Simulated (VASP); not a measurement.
A run of VASP 6.6.1:

The input INCAR:

```
SYSTEM = AgI
PREC     = Accurate       ! precision mode
ENCUT    = 500            ! plane-wave cutoff, eV
EDIFF    = 1E-7           ! SCF threshold, eV
ISMEAR   = 0              ! smearing method
SIGMA    = 0.05           ! smearing width, eV
LREAL    = .FALSE.        ! projectors in reciprocal space
LASPH    = .TRUE.         ! aspherical terms in the spheres
NELM     = 120            ! most SCF steps
ALGO     = Normal         ! electronic algorithm
ISIF     = 4              ! what is computed and relaxed
LWAVE    = .FALSE.        ! write WAVECAR
LCHARG   = .FALSE.        ! write CHGCAR
GGA      = PE             ! functional
IBRION   = 2              ! ionic algorithm
NSW      = 60             ! ionic steps
EDIFFG   = -0.01          ! ionic threshold
GGA_COMPAT= .FALSE.      
NELMIN   = 4
```

KPOINTS

```
regular mesh
0
G
  8 8 6
  0 0 0
```

The input POSCAR:

```
AgI
1.0
    4.6534964629      0.0000000000      0.0000000000
   -2.3267482314      4.0300461533      0.0000000000
    0.0000000000      0.0000000000      7.6119210355
Ag I
2 2
Direct
    0.3333333333      0.6666666667      0.0000948701
    0.6666666667      0.3333333333      0.5000948701
    0.3333333333      0.6666666667      0.3749051299
    0.6666666667      0.3333333333      0.8749051299
```

Potentials or basis: VASP PAW PBE potentials, release 64 (Ag, I).

Run with:

```sh
$ cat potpaw_PBE.64/Ag/POTCAR potpaw_PBE.64/I/POTCAR > POTCAR
$ mpirun -np 1 vasp_std > vasp.out
```

Hardware: 1 thread of Oxide Virtual Turin-like Processor (shared host).

Estimate the wall time of this run.

It took 3.3 min on 1 thread of Oxide Virtual Turin-like Processor, with other jobs on the host, peak memory 0.28 GiB. Counts: scf iterations 15, k points 40, ion steps 1.
